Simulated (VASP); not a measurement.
# S (Pm-3m) in VASP: single point with PBEsol

Aim: the single point of S with PBEsol.

Program: VASP 6.6.1. These are calculated values, not measurements. Logs are shortened: lines on timing, memory, paths and dates and some standing lists are left out, and cuts for length are marked.

### 1 The cell of the first run

Symmetry: Pm-3m, No. 221, cubic system. The conventional cell has a = 2.551 Å, b = 2.551 Å, c = 2.551 Å, α = 90.00°, β = 90.00°, γ = 90.00°. Within 3.4 Å of S (site symmetry m-3m) lie 6 S at 2.55 Å.

### 2 Single point, PBEsol

File INCAR:

```
ALGO = Normal
EDIFF = 1E-7
ENCUT = 520
GGA = PS
ISIF = 2
ISMEAR = -1
LASPH = True
LCHARG = False
LREAL = False
LWAVE = False
NBANDS = 9
NELM = 60
PREC = Accurate
SIGMA = 0.13605693000000002
```

File KPOINTS:

```
k-points
0
Gamma
  13 13 13
```

File POSCAR:

```
S
1.0
    2.5513641298      0.0000000000      0.0000000000
    0.0000000000      2.5513641298      0.0000000000
    0.0000000000      0.0000000000      2.5513641298
S
1
Direct
    0.0000000000      0.0000000000      0.0000000000
```

Potentials or basis: VASP PAW PBE potentials, release 64 (S).

The run is started by

```sh
$ cat potpaw_PBE.64/S/POTCAR > POTCAR
$ mpirun -np 1 vasp_std > vasp.out
```

OUTCAR:

```text
EDIFF = 1E-7
   ENCUT = 520
   GGA = PS
   ISIF = 2
   ISMEAR = -1
   LASPH = True
   LREAL = False
   NELM = 60
   PREC = Accurate

 ion  position               nearest neighbor table
   1  0.000  0.000  0.000-

  LATTYP: Found a simple cubic cell.
 ALAT       =     2.5513641298

  Lattice vectors:

 A1 = (   2.5513641298,   0.0000000000,   0.0000000000)
 A2 = (   0.0000000000,   2.5513641298,   0.0000000000)
 A3 = (   0.0000000000,   0.0000000000,   2.5513641298)

Analysis of symmetry for initial positions (statically):
=====================================================================
 Subroutine PRICEL returns:
 Original cell was already a primitive cell.

 Routine SETGRP: Setting up the symmetry group for a
 simple cubic supercell.

 Subroutine GETGRP returns: Found 48 space group operations
 (whereof 48 operations were pure point group operations)
 out of a pool of 48 trial point group operations.

The static configuration has the point symmetry O_h .

Analysis of symmetry for dynamics (positions and initial velocities):
=====================================================================
 Subroutine PRICEL returns:
 Original cell was already a primitive cell.

 Routine SETGRP: Setting up the symmetry group for a
 simple cubic supercell.

 Subroutine GETGRP returns: Found 48 space group operations
 (whereof 48 operations were pure point group operations)
 out of a pool of 48 trial point group operations.

The dynamic configuration has the point symmetry O_h .

 Subroutine INISYM returns: Found 48 space group operations
 (whereof 48 operations are pure point group operations),
 and found     1 'primitive' translations

----------------------------------------------------------------------------------------

                                     Primitive cell

  volume of cell :      16.6080

  direct lattice vectors                    reciprocal lattice vectors
     2.551364130  0.000000000  0.000000000     0.391947189  0.000000000  0.000000000
     0.000000000  2.551364130  0.000000000     0.000000000  0.391947189  0.000000000
     0.000000000  0.000000000  2.551364130     0.000000000  0.000000000  0.391947189

  length of vectors
     2.551364130  2.551364130  2.551364130     0.391947189  0.391947189  0.391947189

  position of ions in fractional coordinates (direct lattice)
     0.000000000  0.000000000  0.000000000

  ion indices of the primitive-cell ions
   primitive index   ion index
                 1           1

----------------------------------------------------------------------------------------

 KPOINTS: k-points

Automatic generation of k-mesh.
 Grid dimensions read from file:
 generate k-points for:   13   13   13

 Generating k-lattice:

  Cartesian coordinates                     Fractional coordinates (reciprocal lattice)
     0.030149784  0.000000000  0.000000000     0.076923077  0.000000000  0.000000000
     0.000000000  0.030149784  0.000000000     0.000000000  0.076923077  0.000000000
     0.000000000  0.000000000  0.030149784     0.000000000  0.000000000  0.076923077

  Length of vectors
     0.030149784  0.030149784  0.030149784

  Shift w.r.t. Gamma in fractional coordinates (k-lattice)
     0.000000000  0.000000000  0.000000000

 Subroutine IBZKPT returns following result:
 ===========================================

 Found     84 irreducible k-points:

 Following reciprocal coordinates:
            Coordinates               Weight
  0.000000  0.000000  0.000000      1.000000
  0.076923  0.000000  0.000000      6.000000
  0.153846  0.000000  0.000000      6.000000
  0.230769  0.000000  0.000000      6.000000
  0.307692  0.000000  0.000000      6.000000
  0.384615  0.000000  0.000000      6.000000
[... 16 lines left out ...]
  0.307692  0.307692  0.000000     12.000000
  0.384615  0.307692  0.000000     24.000000
 [... further k-points ...]
   k-points           NKPTS =     84   k-points in BZ     NKDIM =     84   number of bands    NBANDS=      9
   number of dos      NEDOS =    301   number of ions     NIONS =      1
   total plane-waves  NPLWV =   8000
   dimension x,y,z NGX =    20 NGY =   20 NGZ =   20
   dimension x,y,z NGXF=    40 NGYF=   40 NGZF=   40
   ions per type =               1
   NGX,Y,Z   is equivalent  to a cutoff of  13.03, 13.03, 13.03 a.u.
   NGXF,Y,Z  is equivalent  to a cutoff of  26.06, 26.06, 26.06 a.u.
 SYSTEM =  unknown system
   PREC   = accura    normal or accurate (medium, high low for compatibility)
   ISTART =      0    job   : 0-new  1-cont  2-samecut
   ICHARG =      2    charge: 1-file 2-atom 10-const
   ISPIN  =      1    spin polarized calculation?
   LNONCOLLINEAR =      F non collinear calculations
   LSORBIT =      F    spin-orbit coupling
   LASPH  =      T    aspherical Exc in radial PAW
   ENCUT  =  520.0 eV  38.22 Ry    6.18 a.u.   4.74  4.74  4.74*2*pi/ulx,y,z
   NELM   =     60;   NELMIN=  2; NELMDL= -5     # of ELM steps
   EDIFF  = 0.1E-06   stopping-criterion for ELM
   LREAL  =      F    real-space projection
   EDIFFG = 0.1E-05   stopping-criterion for IOM
   NSW    =      0    number of steps for IOM
   IBRION =     -1    ionic relax: 0-MD 1-quasi-New 2-CG
   NFREE  =      0    steps in history (QN), initial steepest desc. (CG)
   ISIF   =      2    stress and relaxation
   ISYM   =      2    0-nonsym 1-usesym 2-fastsym
   POTIM  = 0.5000    time-step for ionic-motion
   TEBEG  =    0.0;   TEEND  =   0.0 temperature during run
   PSTRESS=    0.0 pullay stress
   NELECT =       6.0000    total number of electrons
   NUPDOWN=      -1.0000    fix difference up-down
   EMIN   =  10.00;   EMAX   =-10.00  energy-range for DOS
   EFERMI =   0.00;   METHOD = LEGACY
   ISMEAR =    -1;   SIGMA  =   0.14  broadening in eV -4-tet -1-fermi 0-gaus
   EFERMI_NEDOS =   21; number of points for ismear=-14 and -15
   IALGO  =     38    algorithm
   IMIX   =      4    mixing-type and parameters
     AMIX     =   0.40;   BMIX     =  1.00
     AMIX_MAG =   1.60;   BMIX_MAG =  1.00
  volume/ion in A,a.u.               =      16.61       112.08
  Fermi-wavevector in a.u.,A,eV,Ry     =   1.165967  2.203358 18.496825  1.359478
  Thomas-Fermi vector in A             =   2.302486
   LORBIT       =      0    0 simple, 1 ext, 2 COOP (PROOUT), +10 PAW based schemes
   GGA     = PS    functional components
   LHFCALC =     F    Hartree Fock is set to
   AEXX    =    0.0000 exact exchange contribution
   IVDW    =     0    specifies the selected vdW correction
   LEPSILON=     F    determine dielectric tensor
   LRPA    =     F    only Hartree local field effects (RPA)
 non-spin polarized calculation
  energy-cutoff  :      520.00
  volume of cell :       16.61
 maximum number of plane-waves:       461
 NGX is ok and might be reduce to    20
   NGX =  9   NGY =  9   NGZ =  9

 number of electron       5.9999997 magnetization

 Free energy of the ion-electron system (eV)
  ---------------------------------------------------
  ext. energy  EPLUGINS =         0.00000000
  ---------------------------------------------------
  free energy    TOTEN  =        -3.97231594 eV

  energy without entropy =       -3.94381214  energy(sigma->0) =       -3.95806404

 E-fermi :   7.4568     XC(G=0): -10.8959

 val. band max:        7.3938161290   @ k =   0.2308   0.2308   0.1538
 cond. band min:       7.5358320226   @ k =   0.3846   0.1538   0.1538
 fundamental gap:      0.1420158936
 Fermi energy:         7.4568110057

 k-point     1 :       0.0000    0.0000    0.0000
  band No.  band energies     occupation
      1      -9.9093      2.00000
      2       8.9703      0.00003
      3       8.9703      0.00003
      4       8.9703      0.00003
      5      14.6650      0.00000
      6      14.6650      0.00000
      7      17.7339      0.00000
      8      29.4742      0.00000
      9      29.4742      0.00000

 k-point     2 :       0.0769    0.0000    0.0000
  band No.  band energies     occupation
      1      -9.8006      2.00000
      2       7.8926      0.07809
      3       9.0442      0.00002
      4       9.0442      0.00002
      5      14.7579      0.00000
      6      15.5751      0.00000
      7      18.1753      0.00000
      8      28.5851      0.00000
      9      28.5852      0.00000

 k-point     3 :       0.1538    0.0000    0.0000
  band No.  band energies     occupation
      1      -9.4797      2.00000
      2       5.8199      1.99999
      3       9.2578      0.00000
      4       9.2578      0.00000
      5      15.0283      0.00000
      6      16.7956      0.00000
      7      19.7949      0.00000
      8      26.7880      0.00000
      9      26.7880      0.00000

 k-point     4 :       0.2308    0.0000    0.0000
  band No.  band energies     occupation
      1      -8.9650      2.00000
      2       3.6623      2.00000
      3       9.5847      0.00000
      4       9.5847      0.00000
      5      15.4478      0.00000
      6      17.6842      0.00000
      7      22.0678      0.00000
      8      24.9134      0.00000
      9      24.9134      0.00000
[... 205 lines left out ...]
 k-point    22 :       0.4615    0.2308    0.0000
  band No.  band energies     occupation
      1      -6.1280      2.00000
      2      -0.0388      2.00000
      3       5.8600      1.99998
      4      11.1196      0.00000
      5      14.3312      0.00000
      6      19.3991      0.00000
      7      22.1361      0.00000
      8      25.1196      0.00000
      9      25.6783      0.00000

 k-point    23 :       0.3077    0.3077    0.0000
  band No.  band energies     occupation
      1      -6.6986      2.00000
      2       2.8578      2.00000
      3       3.2808      2.00000
      4      10.9164      0.00000
      5      14.5802      0.00000
      6      19.0249      0.00000
      7      24.1714      0.00000
      8      24.7254      0.00000
      9      26.3023      0.00000

 k-point    24 :       0.3846    0.3077    0.0000
  band No.  band energies     occupation
      1      -5.9879      2.00000
      2       1.4812      2.00000
      3       3.6335      2.00000
      4      11.2545      0.00000
      5      13.1420      0.00000
      6      19.7160      0.00000
      7      23.2425      0.00000
      8      24.8979      0.00000
      9      26.4427      0.00000

 [... further k-points ...]
[... 5 lines left out ...]
  --------------------------------------------------------------------------------------
  -------------------------------------------------------------------------------------
  Total       -0.0765988     -0.0765988     -0.0765988     -0.0000000     -0.0000000     -0.0000000
  in kB       -7.3895009     -7.3895009     -7.3895009     -0.0000000     -0.0000000     -0.0000000
  external PRESSURE =      -7.3895009 kB  Pullay stress =       0.0000000 kB

 VOLUME and BASIS-vectors are now :
 -----------------------------------------------------------------------------
  energy-cutoff  :      520.00
  volume of cell :       16.61
      direct lattice vectors                 reciprocal lattice vectors
     2.551364130  0.000000000  0.000000000     0.391947189  0.000000000  0.000000000
     0.000000000  2.551364130  0.000000000     0.000000000  0.391947189  0.000000000
     0.000000000  0.000000000  2.551364130     0.000000000  0.000000000  0.391947189

 POSITION                                       TOTAL-FORCE (eV/Angst)
 -----------------------------------------------------------------------------------
      0.00000      0.00000      0.00000         0.000000      0.000000      0.000000
 -----------------------------------------------------------------------------------
    total drift:                               -0.000000     -0.000000      0.000000

  FREE ENERGIE OF THE ION-ELECTRON SYSTEM (eV)
  ---------------------------------------------------
  free  energy   TOTEN  =        -3.9723159360 eV

  energy  without entropy=       -3.9438121434  energy(sigma->0) =       -3.95806404
```

Run time: 18 s. Hardware: 1 thread of Intel Xeon 8259CL, shared host; peak memory 0.12 GiB.

Results:

```yaml
Free_energy: -3.9723 eV
Pressure: -0.7 GPa
Band_gap_on_the_k_mesh: zero (band 3 reaches 10.57 eV, above the bottom of band 4 at 3.64 eV)
```

Caveat: the PAW data sets were made with another functional, which shifts forces and pressure a little.
